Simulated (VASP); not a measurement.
# Ge (Fd-3m) in VASP: a series of runs, part 2 of 2

VASP 6.6.1. The steps go on from the part before.

## (3) Single point, PBE

INCAR reads:

```
SYSTEM = Ge
ALGO = Normal ; EDIFF = 1E-6
ENCUT = 520 ; GGA = PE
ISIF = 2 ; ISMEAR = -1
LASPH = .True. ; LCHARG = .False.
LREAL = .False. ; LWAVE = .False.
NBANDS = 21 ; NELM = 60
PREC = Accurate ; SIGMA = 0.05
```

KPOINTS reads:

```
k-points
0
Gamma
  9 9 9
  0 0 0
```

POSCAR reads:

```
Ge
1.0
    0.0000000000      2.8859759802      2.8859759802
    2.8859759802      0.0000000000      2.8859759802
    2.8859759802      2.8859759802      0.0000000000
Ge
2
Direct
    0.5000000000      0.5000000000      0.5000000000
    0.7500000000      0.7500000000      0.7500000000
```

Potentials or basis: VASP PAW PBE potentials, release 64 (Ge_d).

Run with:

```
> cat potpaw_PBE.64/Ge_d/POTCAR > POTCAR
> mpirun -np 1 vasp_std > vasp.out
```

It took 33 s on 1 thread of Intel Xeon 6975P-C, shared host; peak memory 0.17 GiB.

It converged, with:

* Free energy: -9.0313 eV
* Pressure: -0.4 GPa
* Band gap on the k mesh: zero (filled and empty bands touch)

Levels at points of the mesh, in eV from the Fermi level:
| k point | band 10 | band 11 | band 12 | band 13 | band 14 | band 15 | band 16 | band 17 | band 18 | band 19 |
| --- | --- | --- | --- | --- | --- | --- | --- | --- | --- | --- |
| (0.00, 0.00, 0.00) | -24.48 | -12.29 | -0.46 | 0.04 | 0.04 | 0.04 | 2.57 | 2.57 | 2.57 | 6.33 |

## (4) Single point, PBE

INCAR reads:

```
PREC     = Accurate       # precision mode
ENCUT    = 520            # plane-wave cutoff, eV
EDIFF    = 1E-7           # SCF threshold, eV
ISMEAR   = -1             # smearing method
SIGMA    = 0.05           # smearing width, eV
LREAL    = F              # projectors in reciprocal space
LASPH    = T              # aspherical terms in the spheres
NELM     = 60             # most SCF steps
ALGO     = Normal         # electronic algorithm
ISIF     = 2              # what is computed and relaxed
LWAVE    = F              # write WAVECAR
LCHARG   = F              # write CHGCAR
GGA      = PE             # functional
NBANDS   = 21             # bands
```

KPOINTS reads:

```
Automatic mesh
0
Gamma
  10 10 10
```

POSCAR is that of step 3.

Potentials or basis: VASP PAW PBE potentials, release 64 (Ge_d).

Run with:

```
> cat potpaw_PBE.64/Ge_d/POTCAR > POTCAR
> mpirun -np 1 vasp_std > vasp.out
```

OUTCAR:

```text
PREC = Accurate
   ENCUT = 520
   EDIFF = 1E-7
   ISMEAR = -1
   LREAL = F
   LASPH = T
   NELM = 60
   ISIF = 2
   GGA = PE

 ion  position               nearest neighbor table
   1  0.500  0.500  0.500-   2 2.50   2 2.50   2 2.50   2 2.50
   2  0.750  0.750  0.750-   1 2.50   1 2.50   1 2.50   1 2.50

  LATTYP: Found a face centered cubic cell.
 ALAT       =     5.7719519604

  Lattice vectors:

 A1 = (   0.0000000000,   2.8859759802,   2.8859759802)
 A2 = (   2.8859759802,   0.0000000000,   2.8859759802)
 A3 = (   2.8859759802,   2.8859759802,   0.0000000000)

Analysis of symmetry for initial positions (statically):
=====================================================================
 Subroutine PRICEL returns:
 Original cell was already a primitive cell.

 Routine SETGRP: Setting up the symmetry group for a
 face centered cubic supercell.

 Subroutine GETGRP returns: Found 48 space group operations
 (whereof 24 operations were pure point group operations)
 out of a pool of 48 trial point group operations.

[... 149 lines left out ...]
  volume of cell :       48.07
 maximum number of plane-waves:      1308
   NGX = 15   NGY = 15   NGZ = 15

 number of electron      27.9999975 magnetization

 Free energy of the ion-electron system (eV)
  ---------------------------------------------------
  ext. energy  EPLUGINS =         0.00000000
  ---------------------------------------------------
  free energy    TOTEN  =        -9.03382115 eV

  energy without entropy =       -9.03283594  energy(sigma->0) =       -9.03332855

 E-fermi :   4.3898     XC(G=0):  -9.6436

 val. band max:        4.2145305849   @ k =   0.1000   0.0000   0.0000
 cond. band min:       4.4262242316   @ k =   0.0000   0.0000   0.0000
 fundamental gap:      0.2116936467
 Fermi energy:         4.3898129387

 k-point     1 :       0.0000    0.0000    0.0000
  band No.  band energies     occupation
      1     -20.3130      2.00000
      2     -20.3130      2.00000
      3     -20.3130      2.00000
      4     -20.2812      2.00000
      5     -20.2812      2.00000
      6     -20.1009      2.00000
[... 565 lines left out ...]
     20      15.6833      0.00000
     21      15.9189      0.00000

 [... further k-points ...]
[... 5 lines left out ...]
  --------------------------------------------------------------------------------------
  -------------------------------------------------------------------------------------
  Total       -0.1279764     -0.1279764     -0.1279764     -0.0000000      0.0000000     -0.0000000
  in kB       -4.2651312     -4.2651312     -4.2651312     -0.0000000      0.0000000     -0.0000000
  external PRESSURE =      -4.2651312 kB  Pullay stress =       0.0000000 kB

 VOLUME and BASIS-vectors are now :
 -----------------------------------------------------------------------------
  energy-cutoff  :      520.00
  volume of cell :       48.07
      direct lattice vectors                 reciprocal lattice vectors
     0.000000000  2.885975980  2.885975980    -0.173251615  0.173251615  0.173251615
     2.885975980  0.000000000  2.885975980     0.173251615 -0.173251615  0.173251615
     2.885975980  2.885975980  0.000000000     0.173251615  0.173251615 -0.173251615

 POSITION                                       TOTAL-FORCE (eV/Angst)
 -----------------------------------------------------------------------------------
      2.88598      2.88598      2.88598         0.000000      0.000000      0.000000
      4.32896      4.32896      4.32896        -0.000000     -0.000000     -0.000000
 -----------------------------------------------------------------------------------
    total drift:                                0.000000     -0.000000      0.000000

  FREE ENERGIE OF THE ION-ELECTRON SYSTEM (eV)
  ---------------------------------------------------
  free  energy   TOTEN  =        -9.0338211479 eV

  energy  without entropy=       -9.0328359425  energy(sigma->0) =       -9.03332855
```

OSZICAR:

```text
N       E                     dE             d eps       ncg     rms          rms(c)
DAV:   1     0.196975773295E+03    0.19698E+03   -0.14696E+04  2164   0.355E+03
DAV:   2     0.203110510005E+02   -0.17666E+03   -0.17124E+03  1989   0.626E+02
DAV:   3    -0.806810962557E+01   -0.28379E+02   -0.28181E+02  2239   0.146E+02
DAV:   4    -0.908660700820E+01   -0.10185E+01   -0.10179E+01  2214   0.326E+01
DAV:   5    -0.910347387890E+01   -0.16867E-01   -0.16866E-01  2237   0.466E+00    0.295E+00
DAV:   6    -0.905691029698E+01    0.46564E-01   -0.19616E-02  2397   0.149E+00    0.175E+00
DAV:   7    -0.903199039379E+01    0.24920E-01   -0.40436E-02  2148   0.191E+00    0.142E-01
DAV:   8    -0.903356718622E+01   -0.15768E-02   -0.54106E-03  2234   0.934E-01    0.428E-02
DAV:   9    -0.903379372534E+01   -0.22654E-03   -0.25927E-04  2169   0.180E-01    0.135E-02
DAV:  10    -0.903381861159E+01   -0.24886E-04   -0.42594E-05  2286   0.653E-02    0.580E-03
DAV:  11    -0.903382118061E+01   -0.25690E-05   -0.63288E-06  2178   0.361E-02    0.170E-03
DAV:  12    -0.903382114790E+01    0.32707E-07   -0.22236E-07  1844   0.755E-03
   1 F= -.90338211E+01 E0= -.90333285E+01  d E =-.985205E-03
```

stdout:

```text
POSCAR found type information on POSCAR Ge
 POSCAR found :  1 types and       2 ions
 scaLAPACK will be used
 LDA part: xc-table for (Slater+PW92), standard interpolation
 POSCAR, INCAR and KPOINTS ok, starting setup
 FFT: planning ... GRIDC
 FFT: planning ... GRID_SOFT
 FFT: planning ... GRID
 WAVECAR not read
 entering main loop
```

Wall time 44 s (1 thread of Intel Xeon 6975P-C, shared host); peak memory 0.18 GiB.

Results:

| Quantity | Value |
| --- | --- |
| Free energy | -9.0338 eV |
| Pressure | -0.4 GPa |
| Band gap on the k mesh | zero (filled and empty bands touch) |

## (5) Single point, PBE

INCAR reads:

```
  ALGO = Normal
  EDIFF = 1E-7
  ENCUT = 520
  GGA = PE
  ISIF = 2
  ISMEAR = 0
  LASPH = T
  LCHARG = F
  LREAL = F
  LWAVE = F
  NBANDS = 21
  NELM = 100
  PREC = Accurate
  SIGMA = 0.01
```

KPOINTS reads:

```
k-points
0
Gamma
  10 10 10
```

POSCAR is that of step 4.

Run with:

```
> cat potpaw_PBE.64/Ge_d/POTCAR > POTCAR
> mpirun -np 1 vasp_std > vasp.out
```

Wall time 41 s (1 thread of Intel Xeon 6975P-C, shared host); peak memory 0.18 GiB.

The run converged. Its results:

| Item | Value |
| --- | --- |
| Free energy | -9.0333 eV |
| Pressure | -0.4 GPa |
| Band gap on the k mesh | zero (filled and empty bands touch) |

Levels at points of the mesh, in eV from the Fermi level:
```tsv
k point	band 12	band 13	band 14	band 15	band 16	band 17
(0.00, 0.00, 0.00)	-0.50	0.00	0.00	0.00	2.53	2.53
(0.50, 0.00, 0.00)	-7.34	-1.32	-1.32	0.01	3.71	3.71
(0.50, 0.50, 0.00)	-8.67	-2.87	-2.87	0.82	0.82	9.03
```

## (6) Single point, PBE

INCAR reads:

```
SYSTEM = Ge
ALGO = Normal ; EDIFF = 1E-7
ENCUT = 520 ; GGA = PE
ISIF = 2 ; ISMEAR = 0
LASPH = .TRUE. ; LCHARG = .FALSE.
LREAL = .FALSE. ; LWAVE = .FALSE.
NBANDS = 21 ; NELM = 100
PREC = Accurate ; SIGMA = 0.03
```

KPOINTS reads:

```
k-points
0
G
  10 10 10
  0 0 0
```

POSCAR is that of step 5.

Potentials or basis: VASP PAW PBE potentials, release 64 (Ge_d).

Run with:

```
> cat potpaw_PBE.64/Ge_d/POTCAR > POTCAR
> mpirun -np 1 vasp_std > vasp.out
```

OUTCAR:

```text
SYSTEM = Ge
   EDIFF = 1E-7
   ENCUT = 520
   GGA = PE
   ISIF = 2
   ISMEAR = 0
   LASPH = .TRUE.
   LREAL = .FALSE.
   NELM = 100
   PREC = Accurate

 ion  position               nearest neighbor table
   1  0.500  0.500  0.500-   2 2.50   2 2.50   2 2.50   2 2.50
   2  0.750  0.750  0.750-   1 2.50   1 2.50   1 2.50   1 2.50

  LATTYP: Found a face centered cubic cell.
 ALAT       =     5.7719519604

  Lattice vectors:

 A1 = (   0.0000000000,   2.8859759802,   2.8859759802)
 A2 = (   2.8859759802,   0.0000000000,   2.8859759802)
 A3 = (   2.8859759802,   2.8859759802,   0.0000000000)
[... 189 lines left out ...]
      4     -20.2810      2.00000
      5     -20.2810      2.00000
      6     -20.1007      2.00000
[... 565 lines left out ...]
     20      15.6839      0.00000
     21      15.9191      0.00000

 [... further k-points ...]
[... 5 lines left out ...]
  --------------------------------------------------------------------------------------
  -------------------------------------------------------------------------------------
  Total       -0.1305205     -0.1305205     -0.1305205     -0.0000000      0.0000000     -0.0000000
  in kB       -4.3499186     -4.3499186     -4.3499186     -0.0000000      0.0000000     -0.0000000
  external PRESSURE =      -4.3499186 kB  Pullay stress =       0.0000000 kB

 VOLUME and BASIS-vectors are now :
 -----------------------------------------------------------------------------
  energy-cutoff  :      520.00
  volume of cell :       48.07
      direct lattice vectors                 reciprocal lattice vectors
     0.000000000  2.885975980  2.885975980    -0.173251615  0.173251615  0.173251615
     2.885975980  0.000000000  2.885975980     0.173251615 -0.173251615  0.173251615
     2.885975980  2.885975980  0.000000000     0.173251615  0.173251615 -0.173251615

 POSITION                                       TOTAL-FORCE (eV/Angst)
 -----------------------------------------------------------------------------------
      2.88598      2.88598      2.88598        -0.000000     -0.000000     -0.000000
      4.32896      4.32896      4.32896         0.000000      0.000000      0.000000
 -----------------------------------------------------------------------------------
    total drift:                                0.000000     -0.000000      0.000000

  FREE ENERGIE OF THE ION-ELECTRON SYSTEM (eV)
  ---------------------------------------------------
  free  energy   TOTEN  =        -9.0333674911 eV

  energy  without entropy=       -9.0332687086  energy(sigma->0) =       -9.03331810
```

stdout:

```text
POSCAR found type information on POSCAR Ge
 POSCAR found :  1 types and       2 ions
 scaLAPACK will be used
 LDA part: xc-table for (Slater+PW92), standard interpolation
 POSCAR, INCAR and KPOINTS ok, starting setup
 FFT: planning ... GRIDC
 FFT: planning ... GRID_SOFT
 FFT: planning ... GRID
 WAVECAR not read
 entering main loop
```

Wall time 41 s (1 thread of Intel Xeon 6975P-C, shared host); peak memory 0.18 GiB.

Results:

- Free energy: -9.0334 eV
- Pressure: -0.4 GPa
- Band gap on the k mesh: zero (filled and empty bands touch)

Levels at points of the mesh, in eV from the Fermi level:
```
           k point  band 10  band 11  band 12  band 13  band 14  band 15  band 16  band 17  band 18  band 19
(0.00, 0.00, 0.00)   -24.51   -12.32    -0.49     0.01     0.01     0.01     2.53     2.53     2.53     6.29
(0.50, 0.00, 0.00)   -24.49   -10.38    -7.33    -1.31    -1.31     0.02     3.72     3.72     7.10    10.20
(0.50, 0.50, 0.00)   -24.47    -8.66    -8.66    -2.86    -2.86     0.83     0.83     9.03     9.03    11.03
```

## (7) Summary

| k mesh | smearing | gap on the mesh (eV) | pressure (GPa) |
| --- | --- | --- | --- |
| 8 × 8 × 8 | fermi-dirac 0.05 eV | none | -0.4 |
| 9 × 9 × 9 | fermi-dirac 0.05 eV | none | -0.4 |
| 10 × 10 × 10 | fermi-dirac 0.05 eV | none | -0.4 |
| 10 × 10 × 10 | gaussian 0.01 eV | none | -0.4 |
| 10 × 10 × 10 | gaussian 0.03 eV | none | -0.4 |

Alike in all rows: task single point; level PBE; potentials or basis VASP PAW PBE potentials, release 64 (Ge_d); no spin polarisation; cell as given; cutoff (eV) 520.

Every run on the cell as given and a fine mesh finds a metal.

Absolute energies hang on the potentials; compare differences alone.
